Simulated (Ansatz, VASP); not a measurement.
**TaN, level by level in two programs**

```
Ta N
1.0
     2.92177    0.00000    0.00000
    -1.46088    2.53033    0.00000
     0.00000    0.00000    5.91652
Ta N
2 2
Cartesian
  0.0000 0.0000 2.9583
  0.0000 0.0000 0.0000
  0.0000 1.6869 1.4791
  1.4609 0.8434 4.4374
```

Single points on this cell with VASP 6.6.1 and Ansatz 0.2.0. Each row is one pair of runs. Alike in all rows: spin: off; k mesh: 10 × 10 × 5; VASP's potentials, cutoff: VASP PAW PBE potentials, release 64 (Ta_pv, N), 520 eV; Ansatz's potentials, cutoff: Ansatz PAW, 420 eV.

| level | smearing | gap on the k mesh at the Fermi level (eV), VASP | gap on the k mesh at the Fermi level (eV), Ansatz | pressure (GPa), VASP | pressure (GPa), Ansatz |
| --- | --- | --- | --- | --- | --- |
| PBE | gaussian, width 0.017 eV | none | none | -0.4 | -1.1 |
| PBE | gaussian, width 0.022 eV | none | none | -0.4 | -1.1 |
| PBE | gaussian, width 0.023 eV | none | none | -0.4 | -1.1 |
| PBE | gaussian, width 0.024 eV | none | none | -0.4 | -1.1 |
| PBE | gaussian, width 0.025 eV | none | none | -0.4 | -1.1 |
| PBE | gaussian, width 0.026 eV | none | none | -0.4 | -1.1 |
| PBE | gaussian, width 0.027 eV | none | none | -0.4 | -1.1 |
| PBE | gaussian, width 0.028 eV | none | none | -0.4 | -1.1 |

Pressure (GPa): the two programs differ by at most 0.68.

VASP's potentials hold 32 valence electrons a cell and Ansatz's 36, so a difference there can come from the potentials and not from the codes.

A gap of «none» marks a metal or a gap that the smearing closes.

Neither program's run includes spin-orbit coupling.
